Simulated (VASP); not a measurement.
# CO2 (Fm-3m) in VASP: single point with PBE

Aim: the single point of CO2 with PBE.

Everything below comes from runs of VASP 6.6.1. Logs are shortened: lines on timing, memory, paths and dates and some standing lists are left out, and cuts for length are marked.

## (1) The cell of the first run

It takes space group Fm-3m (No. 225, cubic). Conventional cell: a = 4.264 Å, b = 4.264 Å, c = 4.264 Å, α = 90.00°, β = 90.00°, γ = 90.00°. Within 2.5 Å of C (site symmetry m-3m) lie 8 O at 1.85 Å. Within 2.5 Å of O (site symmetry -43m) lie 4 C at 1.85 Å and 6 O at 2.13 Å.

## (2) Single point, PBE

File INCAR:

```
SYSTEM = CO2
  ALGO = Normal
  EDIFF = 1E-6
  ENCUT = 600
  GGA = PE
  GGA_COMPAT = .False.
  ISIF = 2
  ISMEAR = -1
  LASPH = .True.
  LCHARG = .False.
  LREAL = .False.
  LWAVE = .False.
  NBANDS = 15
  NELM = 120
  PREC = Accurate
  SIGMA = 0.1
```

File KPOINTS:

```
k-points
0
Gamma
  13 13 13
  0 0 0
```

File POSCAR:

```
CO2
1.0
    0.0000000000      2.1318670000      2.1318670000
    2.1318670000      0.0000000000      2.1318670000
    2.1318670000      2.1318670000      0.0000000000
C O
1 2
Direct
    0.0000000000      0.0000000000      0.0000000000
    0.2500000000      0.2500000000      0.2500000000
    0.7500000000      0.7500000000      0.7500000000
```

Potentials or basis: VASP PAW PBE potentials, release 64 (C, O).

The run is started by

```bash
> cat potpaw_PBE.64/C/POTCAR potpaw_PBE.64/O/POTCAR > POTCAR
> mpirun -np 1 vasp_std > vasp.out
```

OUTCAR:

```text
SYSTEM = CO2
   EDIFF = 1E-6
   ENCUT = 600
   GGA = PE
   ISIF = 2
   ISMEAR = -1
   LASPH = .True.
   LREAL = .False.
   NELM = 120
   PREC = Accurate

 ion  position               nearest neighbor table
   1  0.000  0.000  0.000-   2 1.85   3 1.85   3 1.85   3 1.85   3 1.85   2 1.85   2 1.85   2 1.85

   2  0.250  0.250  0.250-   1 1.85   1 1.85   1 1.85   1 1.85
   3  0.750  0.750  0.750-   1 1.85   1 1.85   1 1.85   1 1.85

  LATTYP: Found a face centered cubic cell.
 ALAT       =     4.2637340000

  Lattice vectors:

 A1 = (   0.0000000000,   2.1318670000,   2.1318670000)
 A2 = (   2.1318670000,   0.0000000000,   2.1318670000)
 A3 = (   2.1318670000,   2.1318670000,   0.0000000000)

Analysis of symmetry for initial positions (statically):
=====================================================================
 Subroutine PRICEL returns:
 Original cell was already a primitive cell.

 Routine SETGRP: Setting up the symmetry group for a
 face centered cubic supercell.

 Subroutine GETGRP returns: Found 48 space group operations
 (whereof 48 operations were pure point group operations)
 out of a pool of 48 trial point group operations.

The static configuration has the point symmetry O_h .

Analysis of symmetry for dynamics (positions and initial velocities):
=====================================================================
 Subroutine PRICEL returns:
 Original cell was already a primitive cell.

 Routine SETGRP: Setting up the symmetry group for a
 face centered cubic supercell.

 Subroutine GETGRP returns: Found 48 space group operations
 (whereof 48 operations were pure point group operations)
 out of a pool of 48 trial point group operations.

The dynamic configuration has the point symmetry O_h .

 Subroutine INISYM returns: Found 48 space group operations
 (whereof 48 operations are pure point group operations),
 and found     1 'primitive' translations

----------------------------------------------------------------------------------------

                                     Primitive cell

  volume of cell :      19.3781

  direct lattice vectors                    reciprocal lattice vectors
     0.000000000  2.131867000  2.131867000    -0.234536207  0.234536207  0.234536207
     2.131867000  0.000000000  2.131867000     0.234536207 -0.234536207  0.234536207
     2.131867000  2.131867000  0.000000000     0.234536207  0.234536207 -0.234536207

  length of vectors
     3.014915225  3.014915225  3.014915225     0.406228627  0.406228627  0.406228627

  position of ions in fractional coordinates (direct lattice)
     0.000000000  0.000000000  0.000000000
     0.250000000  0.250000000  0.250000000
     0.750000000  0.750000000  0.750000000

  ion indices of the primitive-cell ions
   primitive index   ion index
                 1           1
                 2           2
                 3           3

----------------------------------------------------------------------------------------

 KPOINTS: k-points

Automatic generation of k-mesh.
 Grid dimensions read from file:
 generate k-points for:   13   13   13

 Generating k-lattice:

  Cartesian coordinates                     Fractional coordinates (reciprocal lattice)
    -0.018041247  0.018041247  0.018041247     0.076923077  0.000000000  0.000000000
     0.018041247 -0.018041247  0.018041247     0.000000000  0.076923077  0.000000000
     0.018041247  0.018041247 -0.018041247     0.000000000  0.000000000  0.076923077

  Length of vectors
     0.031248356  0.031248356  0.031248356

  Shift w.r.t. Gamma in fractional coordinates (k-lattice)
     0.000000000  0.000000000  0.000000000

 Subroutine IBZKPT returns following result:
 ===========================================

 Found     84 irreducible k-points:

 Following reciprocal coordinates:
            Coordinates               Weight
  0.000000  0.000000  0.000000      1.000000
  0.076923  0.000000  0.000000      8.000000
  0.153846  0.000000  0.000000      8.000000
  0.230769  0.000000  0.000000      8.000000
  0.307692  0.000000  0.000000      8.000000
  0.384615  0.000000  0.000000      8.000000
[... 16 lines left out ...]
  0.384615  0.153846  0.000000     24.000000
  0.461538  0.153846  0.000000     24.000000
 [... further k-points ...]
   k-points           NKPTS =     84   k-points in BZ     NKDIM =     84   number of bands    NBANDS=     15
   number of dos      NEDOS =    301   number of ions     NIONS =      3
   total plane-waves  NPLWV =  13824
   dimension x,y,z NGX =    24 NGY =   24 NGZ =   24
   dimension x,y,z NGXF=    48 NGYF=   48 NGZF=   48
   ions per type =               1   2
   NGX,Y,Z   is equivalent  to a cutoff of  13.23, 13.23, 13.23 a.u.
   NGXF,Y,Z  is equivalent  to a cutoff of  26.47, 26.47, 26.47 a.u.
 SYSTEM =  CO2
   PREC   = accura    normal or accurate (medium, high low for compatibility)
   ISTART =      0    job   : 0-new  1-cont  2-samecut
   ICHARG =      2    charge: 1-file 2-atom 10-const
   ISPIN  =      1    spin polarized calculation?
   LNONCOLLINEAR =      F non collinear calculations
   LSORBIT =      F    spin-orbit coupling
   LASPH  =      T    aspherical Exc in radial PAW
   ENCUT  =  600.0 eV  44.10 Ry    6.64 a.u.   6.02  6.02  6.02*2*pi/ulx,y,z
   NELM   =    120;   NELMIN=  2; NELMDL= -5     # of ELM steps
   EDIFF  = 0.1E-05   stopping-criterion for ELM
   LREAL  =      F    real-space projection
   EDIFFG = 0.1E-04   stopping-criterion for IOM
   NSW    =      0    number of steps for IOM
   IBRION =     -1    ionic relax: 0-MD 1-quasi-New 2-CG
   NFREE  =      0    steps in history (QN), initial steepest desc. (CG)
   ISIF   =      2    stress and relaxation
   ISYM   =      2    0-nonsym 1-usesym 2-fastsym
   POTIM  = 0.5000    time-step for ionic-motion
   TEBEG  =    0.0;   TEEND  =   0.0 temperature during run
   PSTRESS=    0.0 pullay stress
   NELECT =      16.0000    total number of electrons
   NUPDOWN=      -1.0000    fix difference up-down
   EMIN   =  10.00;   EMAX   =-10.00  energy-range for DOS
   EFERMI =   0.00;   METHOD = LEGACY
   ISMEAR =    -1;   SIGMA  =   0.10  broadening in eV -4-tet -1-fermi 0-gaus
   EFERMI_NEDOS =   21; number of points for ismear=-14 and -15
   IALGO  =     38    algorithm
   IMIX   =      4    mixing-type and parameters
     AMIX     =   0.40;   BMIX     =  1.00
     AMIX_MAG =   1.60;   BMIX_MAG =  1.00
  volume/ion in A,a.u.               =       6.46        43.59
  Fermi-wavevector in a.u.,A,eV,Ry     =   1.535836  2.902308 32.093298  2.358791
  Thomas-Fermi vector in A             =   2.642569
   LORBIT       =      0    0 simple, 1 ext, 2 COOP (PROOUT), +10 PAW based schemes
   GGA     = PE    functional components
   LHFCALC =     F    Hartree Fock is set to
   AEXX    =    0.0000 exact exchange contribution
   IVDW    =     0    specifies the selected vdW correction
   LEPSILON=     F    determine dielectric tensor
   LRPA    =     F    only Hartree local field effects (RPA)
 non-spin polarized calculation
  energy-cutoff  :      600.00
  volume of cell :       19.38
 maximum number of plane-waves:       657
   NGX = 13   NGY = 13   NGZ = 13

 number of electron      16.0000005 magnetization

 Free energy of the ion-electron system (eV)
  ---------------------------------------------------
  ext. energy  EPLUGINS =         0.00000000
  ---------------------------------------------------
  free energy    TOTEN  =       -11.90821979 eV

  energy without entropy =      -11.85984822  energy(sigma->0) =      -11.88403400

 E-fermi :   7.2016     XC(G=0): -12.9104

 val. band max:        7.1911352828   @ k =  -0.2308   0.3846   0.1538
 cond. band min:       7.2059329905   @ k =  -0.3077   0.4615   0.2308
 fundamental gap:      0.0147977078
 Fermi energy:         7.2015737157

 k-point     1 :       0.0000    0.0000    0.0000
  band No.  band energies     occupation
      1     -17.1437      2.00000
      2      -8.3032      2.00000
      3       1.8806      2.00000
      4       1.8806      2.00000
      5       1.8806      2.00000
      6       3.6718      2.00000
      7       3.6718      2.00000
      8       3.6718      2.00000
      9       3.9874      2.00000
     10       9.7713      0.00000
     11       9.7713      0.00000
     12       9.7713      0.00000
     13      22.6218      0.00000
     14      25.9767      0.00000
     15      25.9767      0.00000

 k-point     2 :       0.0769    0.0000    0.0000
  band No.  band energies     occupation
      1     -17.0427      2.00000
      2      -8.4386      2.00000
      3       1.3276      2.00000
      4       1.7712      2.00000
      5       1.7712      2.00000
      6       2.9170      2.00000
      7       3.7122      2.00000
      8       3.7122      2.00000
      9       5.3471      2.00000
     10       9.8390      0.00000
     11       9.8608      0.00000
     12       9.8608      0.00000
     13      22.6975      0.00000
     14      26.0947      0.00000
     15      26.0947      0.00000

 k-point     3 :       0.1538    0.0000    0.0000
  band No.  band energies     occupation
      1     -16.7417      2.00000
      2      -8.8493      2.00000
      3       0.1736      2.00000
      4       1.5206      2.00000
      5       1.5206      2.00000
      6       2.6577      2.00000
      7       3.7562      2.00000
      8       3.7562      2.00000
      9       6.8443      1.94540
     10      10.1297      0.00000
     11      10.1382      0.00000
     12      10.1382      0.00000
     13      22.7997      0.00000
     14      26.3961      0.00000
     15      26.3961      0.00000
[... 343 lines left out ...]
 k-point    23 :       0.3846    0.1538    0.0000
  band No.  band energies     occupation
      1     -15.0071      2.00000
      2     -10.7549      2.00000
      3      -3.0858      2.00000
      4      -0.4113      2.00000
      5       0.1173      2.00000
      6       3.3546      2.00000
      7       4.8146      2.00000
      8       4.9892      2.00000
      9       8.1899      0.00010
     10      10.9712      0.00000
     11      12.0379      0.00000
     12      12.2975      0.00000
     13      21.6917      0.00000
     14      27.9761      0.00000
     15      28.2603      0.00000

 k-point    24 :       0.4615    0.1538    0.0000
  band No.  band energies     occupation
      1     -14.1566      2.00000
      2     -11.7417      2.00000
      3      -3.5995      2.00000
      4      -0.3487      2.00000
      5       0.0941      2.00000
      6       2.8967      2.00000
      7       4.7125      2.00000
      8       5.0721      2.00000
      9       8.6471      0.00000
     10      11.6986      0.00000
     11      12.2301      0.00000
     12      12.7389      0.00000
     13      21.2889      0.00000
     14      28.0502      0.00000
     15      28.7664      0.00000

 [... further k-points ...]

------------------------ aborting loop because EDIFF is reached ----------------------------------------

  FORCE on cell =-STRESS in cart. coord.  units (eV):
  Direction    XX          YY          ZZ          XY          YZ          ZX
  --------------------------------------------------------------------------------------
  -------------------------------------------------------------------------------------
  Total        4.6679381      4.6679381      4.6679381      0.0000000      0.0000000      0.0000000
  in kB      385.9449456    385.9449456    385.9449456      0.0000000      0.0000000      0.0000000
  external PRESSURE =     385.9449456 kB  Pullay stress =       0.0000000 kB

 VOLUME and BASIS-vectors are now :
 -----------------------------------------------------------------------------
  energy-cutoff  :      600.00
  volume of cell :       19.38
      direct lattice vectors                 reciprocal lattice vectors
     0.000000000  2.131867000  2.131867000    -0.234536207  0.234536207  0.234536207
     2.131867000  0.000000000  2.131867000     0.234536207 -0.234536207  0.234536207
     2.131867000  2.131867000  0.000000000     0.234536207  0.234536207 -0.234536207

 POSITION                                       TOTAL-FORCE (eV/Angst)
 -----------------------------------------------------------------------------------
      0.00000      0.00000      0.00000         0.000000     -0.000000      0.000000
      1.06593      1.06593      1.06593         0.000000     -0.000000      0.000000
      3.19780      3.19780      3.19780        -0.000000      0.000000     -0.000000
 -----------------------------------------------------------------------------------
    total drift:                                0.000000      0.000000      0.000000

  FREE ENERGIE OF THE ION-ELECTRON SYSTEM (eV)
  ---------------------------------------------------
  free  energy   TOTEN  =       -11.9082197873 eV

  energy  without entropy=      -11.8598482209  energy(sigma->0) =      -11.88403400
```

Run time: 9.7 s. Hardware: 1 thread of Intel Xeon Platinum 8488C (Sapphire Rapids), shared host; peak memory 0.15 GiB.

Results:

```
Free energy            : -11.9082 eV
Pressure               : 38.6 GPa
Band gap on the k mesh : zero (bands 8 and 9 overlap by 3.57 eV)
```

Levels at points of the mesh, in eV from the Fermi level:
| k point | band 5 | band 6 | band 7 | band 8 | band 9 | band 10 | band 11 | band 12 |
| --- | --- | --- | --- | --- | --- | --- | --- | --- |
| (0.00, 0.00, 0.00) | -5.32 | -3.53 | -3.53 | -3.53 | -3.21 | 2.57 | 2.57 | 2.57 |

Caveat: the cell stands under pressure.
